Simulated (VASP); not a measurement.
# SnSe (Fm-3m) in VASP: notebook, part 2 of 2

VASP 6.6.1. The steps go on from the part before.

### 3 Single point, PBE exchange alone

INCAR

```
AGGAC    = 0.0          
ALDAC    = 0.0          
ALGO     = Normal         # electronic algorithm
EDIFF    = 1E-7           # SCF threshold, eV
ENCUT    = 520            # plane-wave cutoff, eV
GGA      = PE             # functional
ISIF     = 2              # what is computed and relaxed
ISMEAR   = -1             # smearing method
LASPH    = True           # aspherical terms in the spheres
LCHARG   = False          # write CHGCAR
LREAL    = False          # projectors in reciprocal space
LWAVE    = False          # write WAVECAR
NBANDS   = 17             # bands
NELM     = 100            # most SCF steps
PREC     = Accurate       # precision mode
SIGMA    = 0.05           # smearing width, eV
```

KPOINTS

```
k-points
0
Gamma
  8 8 8
```

POSCAR

```
SnSe
1.0
    0.0000000000      3.0496098055      3.0496098055
    3.0496098055      0.0000000000      3.0496098055
    3.0496098055      3.0496098055      0.0000000000
Sn Se
1 1
Direct
    0.0000000000      0.0000000000      0.0000000000
    0.5000000000      0.5000000000      0.5000000000
```

Potentials or basis: VASP PAW PBE potentials, release 64 (Sn_d, Se).

Launch:

```console
$ cat potpaw_PBE.64/Sn_d/POTCAR potpaw_PBE.64/Se/POTCAR > POTCAR
$ mpirun -np 1 vasp_std > vasp.out
```

OUTCAR:

```text
EDIFF = 1E-7
   ENCUT = 520
   GGA = PE
   ISIF = 2
   ISMEAR = -1
   LASPH = True
   LREAL = False
   NELM = 100
   PREC = Accurate

 ion  position               nearest neighbor table
   1  0.000  0.000  0.000-   2 3.05   2 3.05   2 3.05   2 3.05   2 3.05   2 3.05
   2  0.500  0.500  0.500-   1 3.05   1 3.05   1 3.05   1 3.05   1 3.05   1 3.05

  LATTYP: Found a face centered cubic cell.
 ALAT       =     6.0992196110

  Lattice vectors:

 A1 = (   0.0000000000,   3.0496098055,   3.0496098055)
 A2 = (   3.0496098055,   0.0000000000,   3.0496098055)
 A3 = (   3.0496098055,   3.0496098055,   0.0000000000)

Analysis of symmetry for initial positions (statically):
=====================================================================
 Subroutine PRICEL returns:
 Original cell was already a primitive cell.

 Routine SETGRP: Setting up the symmetry group for a
 face centered cubic supercell.

 Subroutine GETGRP returns: Found 48 space group operations
 (whereof 48 operations were pure point group operations)
 out of a pool of 48 trial point group operations.

The static configuration has the point symmetry O_h .

Analysis of symmetry for dynamics (positions and initial velocities):
=====================================================================
 Subroutine PRICEL returns:
 Original cell was already a primitive cell.

 Routine SETGRP: Setting up the symmetry group for a
 face centered cubic supercell.

 Subroutine GETGRP returns: Found 48 space group operations
 (whereof 48 operations were pure point group operations)
 out of a pool of 48 trial point group operations.

The dynamic configuration has the point symmetry O_h .

 Subroutine INISYM returns: Found 48 space group operations
 (whereof 48 operations are pure point group operations),
 and found     1 'primitive' translations

----------------------------------------------------------------------------------------

                                     Primitive cell

  volume of cell :      56.7235

  direct lattice vectors                    reciprocal lattice vectors
     0.000000000  3.049609805  3.049609805    -0.163955401  0.163955401  0.163955401
     3.049609805  0.000000000  3.049609805     0.163955401 -0.163955401  0.163955401
     3.049609805  3.049609805  0.000000000     0.163955401  0.163955401 -0.163955401

  length of vectors
     4.312799547  4.312799547  4.312799547     0.283979086  0.283979086  0.283979086

  position of ions in fractional coordinates (direct lattice)
     0.000000000  0.000000000  0.000000000
     0.500000000  0.500000000  0.500000000

  ion indices of the primitive-cell ions
   primitive index   ion index
                 1           1
                 2           2

----------------------------------------------------------------------------------------

 KPOINTS: k-points

Automatic generation of k-mesh.
 Grid dimensions read from file:
 generate k-points for:    8    8    8

 Generating k-lattice:

  Cartesian coordinates                     Fractional coordinates (reciprocal lattice)
    -0.020494425  0.020494425  0.020494425     0.125000000  0.000000000  0.000000000
     0.020494425 -0.020494425  0.020494425     0.000000000  0.125000000  0.000000000
     0.020494425  0.020494425 -0.020494425     0.000000000  0.000000000  0.125000000

  Length of vectors
     0.035497386  0.035497386  0.035497386

  Shift w.r.t. Gamma in fractional coordinates (k-lattice)
     0.000000000  0.000000000  0.000000000

 Subroutine IBZKPT returns following result:
 ===========================================

 Found     29 irreducible k-points:

 Following reciprocal coordinates:
            Coordinates               Weight
  0.000000  0.000000  0.000000      1.000000
  0.125000  0.000000  0.000000      8.000000
  0.250000  0.000000  0.000000      8.000000
  0.375000  0.000000  0.000000      8.000000
  0.500000  0.000000  0.000000      4.000000
  0.125000  0.125000  0.000000      6.000000
[... 16 lines left out ...]
  0.500000  0.250000  0.125000     48.000000
 -0.375000  0.250000  0.125000     24.000000
 [... further k-points ...]
   k-points           NKPTS =     29   k-points in BZ     NKDIM =     29   number of bands    NBANDS=     17
   number of dos      NEDOS =    301   number of ions     NIONS =      2
   total plane-waves  NPLWV =  32768
   dimension x,y,z NGX =    32 NGY =   32 NGZ =   32
   dimension x,y,z NGXF=    64 NGYF=   64 NGZF=   64
   ions per type =               1   1
   NGX,Y,Z   is equivalent  to a cutoff of  12.34, 12.34, 12.34 a.u.
   NGXF,Y,Z  is equivalent  to a cutoff of  24.67, 24.67, 24.67 a.u.
 SYSTEM =  unknown system
   PREC   = accura    normal or accurate (medium, high low for compatibility)
   ISTART =      0    job   : 0-new  1-cont  2-samecut
   ICHARG =      2    charge: 1-file 2-atom 10-const
   ISPIN  =      1    spin polarized calculation?
   LNONCOLLINEAR =      F non collinear calculations
   LSORBIT =      F    spin-orbit coupling
   LASPH  =      T    aspherical Exc in radial PAW
   ENCUT  =  520.0 eV  38.22 Ry    6.18 a.u.   8.02  8.02  8.02*2*pi/ulx,y,z
   NELM   =    100;   NELMIN=  2; NELMDL= -5     # of ELM steps
   EDIFF  = 0.1E-06   stopping-criterion for ELM
   LREAL  =      F    real-space projection
   EDIFFG = 0.1E-05   stopping-criterion for IOM
   NSW    =      0    number of steps for IOM
   IBRION =     -1    ionic relax: 0-MD 1-quasi-New 2-CG
   NFREE  =      0    steps in history (QN), initial steepest desc. (CG)
   ISIF   =      2    stress and relaxation
   ISYM   =      2    0-nonsym 1-usesym 2-fastsym
   POTIM  = 0.5000    time-step for ionic-motion
   TEBEG  =    0.0;   TEEND  =   0.0 temperature during run
   PSTRESS=    0.0 pullay stress
   NELECT =      20.0000    total number of electrons
   NUPDOWN=      -1.0000    fix difference up-down
   EMIN   =  10.00;   EMAX   =-10.00  energy-range for DOS
   EFERMI =   0.00;   METHOD = LEGACY
   ISMEAR =    -1;   SIGMA  =   0.05  broadening in eV -4-tet -1-fermi 0-gaus
   EFERMI_NEDOS =   21; number of points for ismear=-14 and -15
   IALGO  =     38    algorithm
   IMIX   =      4    mixing-type and parameters
     AMIX     =   0.40;   BMIX     =  1.00
     AMIX_MAG =   1.60;   BMIX_MAG =  1.00
  volume/ion in A,a.u.               =      28.36       191.39
  Fermi-wavevector in a.u.,A,eV,Ry     =   1.156549  2.185560 18.199216  1.337605
  Thomas-Fermi vector in A             =   2.293168
   LORBIT       =      0    0 simple, 1 ext, 2 COOP (PROOUT), +10 PAW based schemes
   GGA     = PE    functional components
   LHFCALC =     F    Hartree Fock is set to
   AEXX    =    0.0000 exact exchange contribution
   IVDW    =     0    specifies the selected vdW correction
   LEPSILON=     F    determine dielectric tensor
   LRPA    =     F    only Hartree local field effects (RPA)
 non-spin polarized calculation
  energy-cutoff  :      520.00
  volume of cell :       56.72
 maximum number of plane-waves:      1542
   NGX = 17   NGY = 17   NGZ = 17

 number of electron      19.9999992 magnetization

 Free energy of the ion-electron system (eV)
  ---------------------------------------------------
  ext. energy  EPLUGINS =         0.00000000
  ---------------------------------------------------
  free energy    TOTEN  =        -5.81164248 eV

  energy without entropy =       -5.81120615  energy(sigma->0) =       -5.81142431

 E-fermi :   6.9129     XC(G=0):  -7.7835

 val. band max:        6.7902113247   @ k =   0.5000   0.0000   0.0000
 cond. band min:       7.0359983279   @ k =   0.5000   0.0000   0.0000
 fundamental gap:      0.2457870032
 Fermi energy:         6.9129387068

 k-point     1 :       0.0000    0.0000    0.0000
  band No.  band energies     occupation
      1     -14.7956      2.00000
      2     -14.7955      2.00000
      3     -14.7955      2.00000
      4     -14.7934      2.00000
      5     -14.7934      2.00000
      6      -6.9503      2.00000
[... 9 lines left out ...]
     16      12.7543      0.00000
     17      14.9087      0.00000
[... 441 lines left out ...]
 k-point    24 :      -0.3750    0.2500    0.1250
  band No.  band energies     occupation
      1     -14.8048      2.00000
      2     -14.7965      2.00000
      3     -14.7910      2.00000
      4     -14.7879      2.00000
      5     -14.7836      2.00000
      6      -5.9808      2.00000
[... 9 lines left out ...]
     16      17.5551      0.00000
     17      17.5600      0.00000

 [... further k-points ...]

------------------------ aborting loop because EDIFF is reached ----------------------------------------

  FORCE on cell =-STRESS in cart. coord.  units (eV):
  Direction    XX          YY          ZZ          XY          YZ          ZX
  --------------------------------------------------------------------------------------
  -------------------------------------------------------------------------------------
  Total        2.7921785      2.7921785      2.7921785      0.0000000      0.0000000      0.0000000
  in kB       78.8662042     78.8662042     78.8662042      0.0000000      0.0000000      0.0000000
  external PRESSURE =      78.8662042 kB  Pullay stress =       0.0000000 kB

 VOLUME and BASIS-vectors are now :
 -----------------------------------------------------------------------------
  energy-cutoff  :      520.00
  volume of cell :       56.72
      direct lattice vectors                 reciprocal lattice vectors
     0.000000000  3.049609805  3.049609805    -0.163955401  0.163955401  0.163955401
     3.049609805  0.000000000  3.049609805     0.163955401 -0.163955401  0.163955401
     3.049609805  3.049609805  0.000000000     0.163955401  0.163955401 -0.163955401

 POSITION                                       TOTAL-FORCE (eV/Angst)
 -----------------------------------------------------------------------------------
      0.00000      0.00000      0.00000        -0.000000     -0.000000      0.000000
      3.04961      3.04961      3.04961         0.000000      0.000000     -0.000000
 -----------------------------------------------------------------------------------
    total drift:                                0.000000     -0.000000     -0.000000

  FREE ENERGIE OF THE ION-ELECTRON SYSTEM (eV)
  ---------------------------------------------------
  free  energy   TOTEN  =        -5.8116424773 eV

  energy  without entropy=       -5.8112061501  energy(sigma->0) =       -5.81142431
```

Run time: 24 s. Hardware: 1 thread of Intel Xeon 8259CL, shared host; peak memory 0.19 GiB.

Results:

```yaml
Free_energy: -5.8116 eV
Pressure: 7.9 GPa
Band_gap_on_the_k_mesh: 0.25 eV
```

Levels at points of the mesh, in eV from the valence-band top:
| k point | band 6 | band 7 | band 8 | band 9 | band 10 | band 11 | band 12 | band 13 | band 14 | band 15 |
| --- | --- | --- | --- | --- | --- | --- | --- | --- | --- | --- |
| (0.00, 0.00, 0.00) | -13.74 | -5.41 | -2.23 | -2.23 | -2.23 | 3.95 | 3.95 | 3.95 | 5.96 | 5.96 |
| (0.50, 0.00, 0.00) | -12.90 | -8.03 | -1.97 | -1.97 | 0.00 | 0.25 | 1.12 | 1.12 | 8.36 | 9.98 |
| (0.50, 0.50, 0.00) | -12.66 | -6.25 | -5.26 | -3.57 | -3.57 | 3.32 | 4.92 | 4.92 | 5.58 | 10.26 |

Caveat: the cell stands under pressure; semilocal functionals underestimate gaps, and a narrow one can read as zero; spin-orbit coupling is left out, which moves the levels of the heavy elements. A k mesh can miss the band edges.

### 4 Single point, LDA

This run uses another cell than the first one, of 28.91 Å³/atom.

INCAR

```
SYSTEM = SnSe
PREC = Accurate
ENCUT = 520
EDIFF = 1E-6
ISMEAR = -1
SIGMA = 0.05
LREAL = .False.
LASPH = .True.
NELM = 100
ALGO = Normal
ISIF = 2
LWAVE = .False.
LCHARG = .True.
GGA = CA
LELF = .True.
LVHAR = .True.
NBANDS = 17
```

KPOINTS

```
Automatic mesh
0
Gamma
  8 8 8
  0 0 0
```

POSCAR

```
SnSe
1.0
    0.0000000000      3.0690345955      3.0690345955
    3.0690345955      0.0000000000      3.0690345955
    3.0690345955      3.0690345955      0.0000000000
Sn Se
1 1
Direct
    0.0000000000      0.0000000000      0.0000000000
    0.5000000000      0.5000000000      0.5000000000
```

Potentials or basis: VASP PAW LDA potentials, release 64 (Sn_d, Se).

Launch:

```console
$ cat potpaw_LDA.64/Sn_d/POTCAR potpaw_LDA.64/Se/POTCAR > POTCAR
$ mpirun -np 1 vasp_std > vasp.out
```

It took 22 s on 1 thread of Intel Xeon 8259CL, shared host; peak memory 0.17 GiB.

It converged, with:

```yaml
Free_energy: -9.3834 eV
Pressure: -5.6 GPa
Band_gap_on_the_k_mesh: 0.40 eV
```

Levels at points of the mesh, in eV from the valence-band top:
| k point | band 6 | band 7 | band 8 | band 9 | band 10 | band 11 | band 12 | band 13 | band 14 | band 15 |
| --- | --- | --- | --- | --- | --- | --- | --- | --- | --- | --- |
| (0.00, 0.00, 0.00) | -13.43 | -5.30 | -1.94 | -1.94 | -1.94 | 4.06 | 4.06 | 4.06 | 5.99 | 5.99 |
| (0.50, 0.00, 0.00) | -12.61 | -7.76 | -1.70 | -1.70 | 0.00 | 0.40 | 1.28 | 1.28 | 8.06 | 9.88 |
| (0.50, 0.50, 0.00) | -12.39 | -6.04 | -5.02 | -3.30 | -3.30 | 3.23 | 5.00 | 5.00 | 5.57 | 10.40 |

Caveat: the cell stands under tension; semilocal functionals underestimate gaps, and a narrow one can read as zero; spin-orbit coupling is left out, which moves the levels of the heavy elements.

### 5 Single point, RPBE+D4

This run uses another cell than the first one, of 28.91 Å³/atom.

INCAR

```
SYSTEM = SnSe
PREC = Accurate
ENCUT = 520
EDIFF = 1E-6
ISMEAR = -1
SIGMA = 0.05
LREAL = .False.
LASPH = .True.
NELM = 60
ALGO = Normal
ISIF = 2
LWAVE = .False.
LCHARG = .False.
GGA = RP
IVDW = 13
NBANDS = 17
```

KPOINTS

```
regular mesh
0
Gamma
  8 8 8
  0 0 0
```

POSCAR is that of step 4.

Potentials or basis: VASP PAW PBE potentials, release 64 (Sn_d, Se).

Launch:

```console
$ cat potpaw_PBE.64/Sn_d/POTCAR potpaw_PBE.64/Se/POTCAR > POTCAR
$ mpirun -np 1 vasp_std > vasp.out
```

Wall time 30 s (1 thread of Intel Xeon 8259CL, shared host); peak memory 0.19 GiB.

Results (log left out):

```
Free energy                : -8.9700 eV
Pressure                   : 3.7 GPa
Band gap on the k mesh     : 0.29 eV
Dispersion energy per atom : -0.718 eV
```

Levels at points of the mesh, in eV from the valence-band top:
| k point | band 6 | band 7 | band 8 | band 9 | band 10 | band 11 | band 12 | band 13 | band 14 | band 15 |
| --- | --- | --- | --- | --- | --- | --- | --- | --- | --- | --- |
| (0.00, 0.00, 0.00) | -13.57 | -5.28 | -2.14 | -2.14 | -2.14 | 4.04 | 4.04 | 4.04 | 5.85 | 5.85 |
| (0.50, 0.00, 0.00) | -12.76 | -7.84 | -1.91 | -1.91 | 0.00 | 0.29 | 1.21 | 1.21 | 8.10 | 9.84 |
| (0.50, 0.50, 0.00) | -12.54 | -6.06 | -5.16 | -3.47 | -3.47 | 3.18 | 4.96 | 4.96 | 5.55 | 10.13 |

Caveat: the cell stands under pressure; semilocal functionals underestimate gaps, and a narrow one can read as zero; the PAW data sets were made with another functional, which shifts forces and pressure a little; spin-orbit coupling is left out, which moves the levels of the heavy elements.

### 6 Single point, PBE exchange alone

This run uses another cell than the first one, of 28.91 Å³/atom.

INCAR

```
AGGAC = 0.0
ALDAC = 0.0
ALGO = Normal
EDIFF = 1E-6
ENCUT = 520
GGA = PE
ISIF = 2
ISMEAR = -1
LASPH = True
LCHARG = False
LREAL = False
LWAVE = False
NBANDS = 17
NELM = 100
PREC = Accurate
SIGMA = 0.05
```

KPOINTS

```
k-points
0
Gamma
  8 8 8
```

POSCAR is that of step 5.

Potentials or basis: VASP PAW PBE potentials, release 64 (Sn_d, Se).

Launch:

```console
$ cat potpaw_PBE.64/Sn_d/POTCAR potpaw_PBE.64/Se/POTCAR > POTCAR
$ mpirun -np 1 vasp_std > vasp.out
```

Wall time 29 s (1 thread of Intel Xeon 8259CL, shared host); peak memory 0.19 GiB.

The run converged. Its results:

| Quantity | Value |
| --- | --- |
| Free energy | -5.8618 eV |
| Pressure | 6.8 GPa |
| Band gap on the k mesh | 0.18 eV |

Levels at points of the mesh, in eV from the valence-band top:
```tsv
k point	band 8	band 9	band 10	band 11	band 12	band 13
(0.00, 0.00, 0.00)	-2.19	-2.19	-2.19	3.87	3.87	3.87
(0.50, 0.00, 0.00)	-1.93	-1.93	0.00	0.18	1.12	1.12
(0.50, 0.50, 0.00)	-5.15	-3.50	-3.50	3.37	4.81	4.81
```

Caveat: the cell stands under pressure; semilocal functionals underestimate gaps, and a narrow one can read as zero; spin-orbit coupling is left out, which moves the levels of the heavy elements.

### 7 Overview

```tsv
level	potentials or basis	cell	gap on the mesh (eV)	pressure (GPa)
RPBE+D4	VASP PAW PBE potentials, release 64 (Sn_d, Se)	a = 4.313 Å, angles 60.0°, 2 atoms	0.37	0.5
PBE exchange alone	VASP PAW PBE potentials, release 64 (Sn_d, Se)	a = 4.313 Å, angles 60.0°, 2 atoms	0.25	7.9
LDA	VASP PAW LDA potentials, release 64 (Sn_d, Se)	a = 4.340 Å, angles 60.0°, 2 atoms	0.40	-5.6
RPBE+D4	VASP PAW PBE potentials, release 64 (Sn_d, Se)	a = 4.340 Å, angles 60.0°, 2 atoms	0.29	3.7
PBE exchange alone	VASP PAW PBE potentials, release 64 (Sn_d, Se)	a = 4.340 Å, angles 60.0°, 2 atoms	0.18	6.8
```

Alike in all rows: task single point; no spin polarisation; k mesh 8 × 8 × 8; cutoff (eV) 520; smearing fermi-dirac 0.05 eV.

Caveats: semilocal functionals underestimate gaps, and a narrow one can read as zero; spin-orbit coupling is left out, which moves the levels of the heavy elements; the cell stands under pressure (at least some runs); the PAW data sets were made with another functional, which shifts forces and pressure a little (at least some runs); the cell stands under tension (at least some runs).

Absolute energies hang on the potentials; compare differences alone.
